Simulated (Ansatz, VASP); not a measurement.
One calculation of SrCl2, two programs

File INCAR:

```
SYSTEM = SrCl2
PREC = Accurate
ENCUT = 520
EDIFF = 1E-6
ISMEAR = 0
SIGMA = 0.05
LREAL = .FALSE.
LASPH = .TRUE.
NELM = 80
ALGO = Normal
ISIF = 2
LWAVE = .FALSE.
LCHARG = .TRUE.
GGA = PE
LELF = .TRUE.
LVHAR = .TRUE.
NBANDS = 19
```

The input KPOINTS:

```
regular mesh
0
G
  6 6 6
  0 0 0
```

File POSCAR:

```
SrCl2
1.0
    0.0979425500      3.4855000000      3.4855000000
    3.5834425500      0.0000000000      3.5834425500
    3.4855000000      3.4855000000      0.0979425500
Sr Cl
1 2
Direct
    0.0000000000      0.0000000000      0.0000000000
    0.2500000000      0.2500000000      0.2500000000
    0.7500000000      0.7500000000      0.7500000000
```

Input for Ansatz:

```yaml
crystal:
  lattice:
    - [0.09794255, 3.4855, 3.4855]
    - [3.58344255, 0.0, 3.58344255]
    - [3.4855, 3.4855, 0.09794255]
  atoms:
    - { symbol: Sr, position: [0.0, 0.0, 0.0] }
    - { symbol: Cl, position: [0.25, 0.25, 0.25] }
    - { symbol: Cl, position: [0.75, 0.75, 0.75] }
basis:
  ecutwfc: 420
kpoints:
  mp_grid: { grid: [6, 6, 6] }
hamiltonian:
  xc: pbe
scf:
  occupations: { method: gaussian, width: 0.05 }
output:
  forces: true
  stress: true
  eigenvalues: true
```

Change from the starting cell: strain +0.0562 x Voigt [0, 0, 0, 0, 1, 0], atoms carried along.

Alike in both runs: task single point; functional PBE; k mesh 6 × 6 × 6; occupations gaussian, width 0.05 eV; no spin polarisation.

|  | VASP | Ansatz |
| --- | --- | --- |
| version | VASP 6.6.1 | Ansatz 0.2.0 |
| potentials or method | VASP PAW PBE potentials, release 64 (Sr_sv, Cl), cutoff 520 eV | scalar-relativistic, plane waves, PAW |
| valence electrons in the cell | 24 | 24 |

```tsv
	VASP	Ansatz	Ansatz less VASP
gap on the k mesh at the Fermi level (eV)	5.35	5.36	+0.005
least direct gap on the mesh (eV)	5.52	5.52	+0.003
pressure (GPa)	1.3	1.2	-0.09
traceless stress, the component that is largest in VASP (GPa)	-0.86	-0.84	+0.026
rms of the force components (eV/Å)	0.069	0.066	-0.0027
```

Atom by atom the forces differ by 0.003 eV/Å (rms over components).
